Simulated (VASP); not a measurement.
# W4C4Cl in VASP: single point with LDA

Aim: the single point of W4C4Cl with LDA.

Everything below comes from runs of VASP 6.6.1. Logs are shortened: lines on timing, memory, paths and dates and some standing lists are left out, and cuts for length are marked.

## (1) The cell of the first run

The cell holds a slab with vacuum, 18 atoms: a = 5.801 Å, b = 5.658 Å, c = 16.187 Å, α = 90.00°, β = 90.00°, γ = 90.00°.

## (2) Single point, LDA

The input, INCAR:

```
PREC = Accurate ; ENCUT = 520
EDIFF = 1E-6 ; ISMEAR = 0
SIGMA = 0.05 ; LREAL = Auto
LASPH = T ; NELM = 100
ALGO = Normal ; ISIF = 2
LWAVE = F ; LCHARG = T
GGA = CA ; LELF = T
LVHAR = T ; NBANDS = 94
```

The input, KPOINTS:

```
regular mesh
0
Gamma
  4 4 1
```

The input, POSCAR:

```
W4C4Cl
1.0
    5.8010000000      0.0000000000      0.0000000000
    0.0000000000      5.6580000000      0.0000000000
    0.0000000000      0.0000000000     16.1865110000
W C Cl
8 8 2
Direct
    0.0000000000      0.0000000000      0.0617798400
    0.2370727334      0.0098710202      0.2098081185
    0.0000000000      0.5000000000      0.0617798400
    0.2370733797      0.4901171219      0.2098091134
    0.5000000000      0.0000000000      0.0617798400
    0.7611718510      0.0119704143      0.2131188941
    0.5000000000      0.5000000000      0.0617798400
    0.7611700052      0.4880255283      0.2131195499
   -0.0074225682      0.2499967499      0.1490878638
    0.0023115207      0.2499997350      0.2848323363
    0.0001060759      0.7499984029      0.1558435206
    0.4782041583      0.7499953109      0.2560798190
    0.4955519725      0.2499968681      0.1550144818
    0.4969277494      0.2499984705      0.2516068838
    0.5015033982      0.7500011411      0.1578479790
    0.6873583868      0.7499953905      0.3041814863
   -0.3075638590     -0.2499874712      0.4086594160
    0.0323452179      0.2499999595      0.3911656199
```

Potentials or basis: VASP PAW LDA potentials, release 64 (W_sv, C, Cl).

On the command line:

```sh
> cat potpaw_LDA.64/W_sv/POTCAR potpaw_LDA.64/C/POTCAR potpaw_LDA.64/Cl/POTCAR > POTCAR
> mpirun -np 1 vasp_std > vasp.out
```

OUTCAR:

```text
PREC = Accurate
   ENCUT = 520
   EDIFF = 1E-6
   ISMEAR = 0
   LREAL = Auto
   LASPH = T
   NELM = 100
   ISIF = 2
   GGA = CA

 ion  position               nearest neighbor table
   1  0.000  0.000  0.062-   9 2.00  11 2.08   2 2.76   6 2.82   3 2.83   3 2.83   5 2.90   5 2.90

   2  0.237  0.010  0.210-  14 2.14  12 2.16  11 2.19   9 2.20  13 2.21  10 2.27  15 2.29   4 2.72
                             6 2.76   1 2.76   5 2.84   4 2.94   6 3.04
   3  0.000  0.500  0.062-   9 2.00  11 2.08   4 2.76   8 2.82   1 2.83   1 2.83   7 2.90   7 2.90

   4  0.237  0.490  0.210-  14 2.14  12 2.16  11 2.19   9 2.20  13 2.21  10 2.27  15 2.29   2 2.72
                             8 2.76   3 2.76   7 2.84   2 2.94   8 3.04
   5  0.500  0.000  0.062-  13 2.07  15 2.10   7 2.83   7 2.83   2 2.84   6 2.88   1 2.90   1 2.90

   6  0.761  0.012  0.213-  14 2.13  16 2.13   9 2.17  11 2.23  13 2.25  10 2.26  15 2.29  12 2.32
                             8 2.69   2 2.76   1 2.82   5 2.88   8 2.96   2 3.04
   7  0.500  0.500  0.062-  13 2.07  15 2.10   5 2.83   5 2.83   4 2.84   8 2.88   3 2.90   3 2.90

   8  0.761  0.488  0.213-  14 2.13  16 2.13   9 2.17  11 2.23  13 2.25  10 2.26  15 2.29  12 2.32
                             6 2.69   4 2.76   3 2.82   7 2.88   6 2.96   4 3.04
   9  0.993  0.250  0.149-   1 2.00   3 2.00   6 2.17   8 2.17   4 2.20   2 2.20
  10  0.002  0.250  0.285-  18 1.73   8 2.26   6 2.26   4 2.27   2 2.27
  11  0.000  0.750  0.156-   3 2.08   1 2.08   2 2.19   4 2.19   6 2.23   8 2.23
  12  0.478  0.750  0.256-  16 1.44  15 1.60   2 2.16   4 2.16   8 2.32   6 2.32
  13  0.496  0.250  0.155-  14 1.56   5 2.07   7 2.07   4 2.21   2 2.21   6 2.25   8 2.25
  14  0.497  0.250  0.252-  13 1.56   8 2.13   6 2.13   4 2.14   2 2.14
  15  0.502  0.750  0.158-  12 1.60   5 2.10   7 2.10   2 2.29   4 2.29   6 2.29   8 2.29
  16  0.687  0.750  0.304-  12 1.44  17 1.69   8 2.13   6 2.13
  17  0.692  0.750  0.409-  16 1.69
  18  0.032  0.250  0.391-  10 1.73

  LATTYP: Found a simple orthorhombic cell.
 ALAT       =     5.6580000000
 B/A-ratio  =     1.0252739484
 C/A-ratio  =     2.8608184871

  Lattice vectors:

 A1 = (   0.0000000000,  -5.6580000000,   0.0000000000)
 A2 = (   5.8010000000,   0.0000000000,   0.0000000000)
 A3 = (   0.0000000000,   0.0000000000,  16.1865110000)

Analysis of symmetry for initial positions (statically):
=====================================================================
 Subroutine PRICEL returns:
 Original cell was already a primitive cell.

 Routine SETGRP: Setting up the symmetry group for a
 simple orthorhombic supercell.

 Subroutine GETGRP returns: Found  1 space group operations
 (whereof  1 operations were pure point group operations)
 out of a pool of  8 trial point group operations.

The static configuration has the point symmetry C_1 .

Analysis of symmetry for dynamics (positions and initial velocities):
=====================================================================
 Subroutine PRICEL returns:
 Original cell was already a primitive cell.

 Routine SETGRP: Setting up the symmetry group for a
 simple orthorhombic supercell.

 Subroutine GETGRP returns: Found  1 space group operations
 (whereof  1 operations were pure point group operations)
 out of a pool of  8 trial point group operations.

The dynamic configuration has the point symmetry C_1 .

 Subroutine INISYM returns: Found  1 space group operations
 (whereof  1 operations are pure point group operations),
 and found     1 'primitive' translations

----------------------------------------------------------------------------------------

                                     Primitive cell

  volume of cell :     531.2746

  direct lattice vectors                    reciprocal lattice vectors
     5.801000000  0.000000000  0.000000000     0.172384072  0.000000000  0.000000000
     0.000000000  5.658000000  0.000000000     0.000000000  0.176740898  0.000000000
     0.000000000  0.000000000 16.186511000     0.000000000  0.000000000  0.061779836

  length of vectors
     5.801000000  5.658000000 16.186511000     0.172384072  0.176740898  0.061779836

  position of ions in fractional coordinates (direct lattice)
     0.000000000  0.000000000  0.061779840
     0.237072733  0.009871020  0.209808118
     0.000000000  0.500000000  0.061779840
     0.237073380  0.490117122  0.209809113
     0.500000000  0.000000000  0.061779840
     0.761171851  0.011970414  0.213118894
[... 10 lines left out ...]
     0.692436141  0.750012529  0.408659416
     0.032345218  0.249999960  0.391165620

  ion indices of the primitive-cell ions
   primitive index   ion index
                 1           1
                 2           2
                 3           3
                 4           4
                 5           5
                 6           6
[... 10 lines left out ...]
                17          17
                18          18

----------------------------------------------------------------------------------------

 KPOINTS: regular mesh

Automatic generation of k-mesh.
 Grid dimensions read from file:
 generate k-points for:    4    4    1

 Generating k-lattice:

  Cartesian coordinates                     Fractional coordinates (reciprocal lattice)
     0.043096018  0.000000000  0.000000000     0.250000000  0.000000000  0.000000000
     0.000000000  0.044185224  0.000000000     0.000000000  0.250000000  0.000000000
     0.000000000  0.000000000  0.061779836     0.000000000  0.000000000  1.000000000

  Length of vectors
     0.043096018  0.044185224  0.061779836

  Shift w.r.t. Gamma in fractional coordinates (k-lattice)
     0.000000000  0.000000000  0.000000000

 Subroutine IBZKPT returns following result:
 ===========================================

 Found     10 irreducible k-points:

 Following reciprocal coordinates:
            Coordinates               Weight
  0.000000  0.000000  0.000000      1.000000
  0.250000  0.000000  0.000000      2.000000
  0.500000  0.000000  0.000000      1.000000
  0.000000  0.250000  0.000000      2.000000
  0.250000  0.250000  0.000000      2.000000
 -0.250000  0.250000  0.000000      2.000000
  0.500000  0.250000  0.000000      2.000000
  0.000000  0.500000  0.000000      1.000000
  0.250000  0.500000  0.000000      2.000000
  0.500000  0.500000  0.000000      1.000000
   k-points           NKPTS =     10   k-points in BZ     NKDIM =     10   number of bands    NBANDS=     94
   number of dos      NEDOS =    301   number of ions     NIONS =     18
   total plane-waves  NPLWV = 241920
   dimension x,y,z NGX =    48 NGY =   42 NGZ =  120
   dimension x,y,z NGXF=    96 NGYF=   84 NGZF=  240
   ions per type =               8   8   2
   NGX,Y,Z   is equivalent  to a cutoff of  13.76, 12.34, 12.32 a.u.
   NGXF,Y,Z  is equivalent  to a cutoff of  27.51, 24.68, 24.65 a.u.
 SYSTEM =  unknown system
   PREC   = accura    normal or accurate (medium, high low for compatibility)
   ISTART =      0    job   : 0-new  1-cont  2-samecut
   ICHARG =      2    charge: 1-file 2-atom 10-const
   ISPIN  =      1    spin polarized calculation?
   LNONCOLLINEAR =      F non collinear calculations
   LSORBIT =      F    spin-orbit coupling
   LASPH  =      T    aspherical Exc in radial PAW
   ENCUT  =  520.0 eV  38.22 Ry    6.18 a.u.  10.79 10.52 30.10*2*pi/ulx,y,z
   NELM   =    100;   NELMIN=  2; NELMDL= -5     # of ELM steps
   EDIFF  = 0.1E-05   stopping-criterion for ELM
   LREAL  =      T    real-space projection
   EDIFFG = 0.1E-04   stopping-criterion for IOM
   NSW    =      0    number of steps for IOM
   IBRION =     -1    ionic relax: 0-MD 1-quasi-New 2-CG
   NFREE  =      0    steps in history (QN), initial steepest desc. (CG)
   ISIF   =      2    stress and relaxation
   ISYM   =      2    0-nonsym 1-usesym 2-fastsym
   POTIM  = 0.5000    time-step for ionic-motion
   TEBEG  =    0.0;   TEEND  =   0.0 temperature during run
   PSTRESS=    0.0 pullay stress
   NELECT =     158.0000    total number of electrons
   NUPDOWN=      -1.0000    fix difference up-down
   EMIN   =  10.00;   EMAX   =-10.00  energy-range for DOS
   EFERMI =   0.00;   METHOD = LEGACY
   ISMEAR =     0;   SIGMA  =   0.05  broadening in eV -4-tet -1-fermi 0-gaus
   EFERMI_NEDOS =   21; number of points for ismear=-14 and -15
   IALGO  =     38    algorithm
   IMIX   =      4    mixing-type and parameters
     AMIX     =   0.40;   BMIX     =  1.00
     AMIX_MAG =   1.60;   BMIX_MAG =  1.00
  volume/ion in A,a.u.               =      29.52       199.18
  Fermi-wavevector in a.u.,A,eV,Ry     =   1.092750  2.064998 16.246754  1.194103
  Thomas-Fermi vector in A             =   2.229022
   LORBIT       =      0    0 simple, 1 ext, 2 COOP (PROOUT), +10 PAW based schemes
   GGA     = CA    functional components
   LHFCALC =     F    Hartree Fock is set to
   AEXX    =    0.0000 exact exchange contribution
   IVDW    =     0    specifies the selected vdW correction
   LEPSILON=     F    determine dielectric tensor
   LRPA    =     F    only Hartree local field effects (RPA)
 non-spin polarized calculation
 Gauss-broadening in eV      SIGMA  =   0.05
  energy-cutoff  :      520.00
  volume of cell :      531.27
 maximum number of plane-waves:     14338
 NGX is ok and might be reduce to    48
   NGX = 21   NGY = 21   NGZ = 61

 number of electron     157.9999993 magnetization

 Free energy of the ion-electron system (eV)
  ---------------------------------------------------
  ext. energy  EPLUGINS =         0.00000000
  ---------------------------------------------------
  free energy    TOTEN  =      -181.58582815 eV

  energy without entropy =     -181.57183934  energy(sigma->0) =     -181.57883375

 E-fermi :   0.7714     XC(G=0):  -6.4651

 val. band max:        0.7593370538   @ k =   0.2500   0.5000   0.0000
 cond. band min:       0.7892670875   @ k =   0.5000   0.2500   0.0000
 fundamental gap:      0.0299300338
 Fermi energy:         0.7714176506

 k-point     1 :       0.0000    0.0000    0.0000
  band No.  band energies     occupation
      1     -73.4049      2.00000
      2     -73.3528      2.00000
      3     -73.3270      2.00000
      4     -73.2780      2.00000
      5     -72.9989      2.00000
      6     -72.9570      2.00000
[... 929 lines left out ...]
     90       2.4945      0.00000
     91       2.5304      0.00000
 [bands above 91 left out]

------------------------ aborting loop because EDIFF is reached ----------------------------------------

  FORCE on cell =-STRESS in cart. coord.  units (eV):
  Direction    XX          YY          ZZ          XY          YZ          ZX
  --------------------------------------------------------------------------------------
  -------------------------------------------------------------------------------------
  Total      -12.9705841     -6.7556056      1.2946009      0.0004616      0.0012210     -0.0394015
  in kB      -39.1156959    -20.3730388      3.9041584      0.0013922      0.0036823     -0.1188242
  external PRESSURE =     -18.5281921 kB  Pullay stress =       0.0000000 kB

 VOLUME and BASIS-vectors are now :
 -----------------------------------------------------------------------------
  energy-cutoff  :      520.00
  volume of cell :      531.27
      direct lattice vectors                 reciprocal lattice vectors
     5.801000000  0.000000000  0.000000000     0.172384072  0.000000000  0.000000000
     0.000000000  5.658000000  0.000000000     0.000000000  0.176740898  0.000000000
     0.000000000  0.000000000 16.186511000     0.000000000  0.000000000  0.061779836

 POSITION                                       TOTAL-FORCE (eV/Angst)
 -----------------------------------------------------------------------------------
      0.00000      0.00000      1.00000         0.037173     -1.102069     -0.743927
      1.37526      0.05585      3.39606        -0.021819     -0.041868      0.042504
      0.00000      2.82900      1.00000         0.037150      1.101815     -0.743601
      1.37526      2.77308      3.39608        -0.021935      0.042589      0.042280
      2.90050      0.00000      1.00000        -0.033441     -0.212731      0.477261
      4.41556      0.06773      3.44965         0.006300     -0.036288      0.034908
[... 10 lines left out ...]
      4.01682      4.24357      6.61477        -0.000295     -0.000084     -0.095244
      0.18763      1.41450      6.33161        -0.004728      0.000105     -0.055010
 -----------------------------------------------------------------------------------
    total drift:                                0.003691     -0.001046      0.013817

  FREE ENERGIE OF THE ION-ELECTRON SYSTEM (eV)
  ---------------------------------------------------
  free  energy   TOTEN  =      -181.5858281515 eV

  energy  without entropy=     -181.5718393412  energy(sigma->0) =     -181.57883375
```

It took 32 min on 1 thread of AMD EPYC 7R43 (Zen 3), shared host; peak memory 0.52 GiB.

What came out:

| Item | Value |
| --- | --- |
| Free energy | -181.5858 eV |
| Largest force | 1.330 eV/Å |
| Band gap on the k mesh | zero (bands 79 and 80 overlap by 0.19 eV) |

Forces in eV/Å, atoms in the order of the input:
```
W    0.037 -1.102 -0.744
W   -0.022 -0.042  0.043
W    0.037  1.102 -0.744
W   -0.022  0.043  0.042
W   -0.033 -0.213  0.477
W    0.006 -0.036  0.035
W   -0.033  0.213  0.477
W    0.007  0.036  0.035
C    0.027  0.000  0.021
C   -0.005  0.000  0.125
C    0.004  0.000  0.018
C   -0.003  0.000  0.068
C   -0.005  0.000 -0.055
C    0.004  0.000  0.135
C   -0.008 -0.001 -0.013
C    0.016  0.000  0.229
Cl   0.000  0.000 -0.095
Cl  -0.005  0.000 -0.055
```

Caveat: there is no dipole correction, which matters where the two faces differ; spin-orbit coupling is left out, which moves the levels of the heavy elements.

The gap in the log of VASP goes by the Fermi energy; the results here count the filled bands.